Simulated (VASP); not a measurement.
Input of a VASP 6.6.1 run:

File INCAR:

```
SYSTEM = Pt
  PREC = Accurate
  ENCUT = 500
  EDIFF = 1E-6
  ISMEAR = -1
  SIGMA = 0.05
  LREAL = .False.
  LASPH = .True.
  NELM = 120
  ALGO = Normal
  ISIF = 2
  LWAVE = .False.
  LCHARG = .True.
  GGA = CA
  LELF = .True.
  LVHAR = .True.
  NBANDS = 25
  GGA_COMPAT = .False.
```

The input KPOINTS:

```
regular mesh
0
Gamma
  11 11 6
  0 0 0
```

POSCAR

```
Pt
1.0
    2.7043096880      0.0000000000      0.0000000000
   -1.3521548440      2.3420008895      0.0000000000
    0.0000000000      0.0000000000      4.6943078975
Pt
2
Direct
    0.3333333333      0.6666666667      0.2500000000
    0.6666666667      0.3333333333      0.7500000000
```

Potentials or basis: VASP PAW LDA potentials, release 64 (Pt_sv_GW).

The run is started by

```console
$ cat potpaw_LDA.64/Pt_sv_GW/POTCAR > POTCAR
$ mpirun -np 1 vasp_std > vasp.out
```

(1) What does it give for the pressure?

(2) Estimate the band gap on the k mesh.

Results:

(1) -2.3 GPa.

(2) zero (band 18 reaches 11.17 eV, above the bottom of band 19 at 9.85 eV).

Caveat: spin-orbit coupling is left out, which moves the levels of the heavy elements.
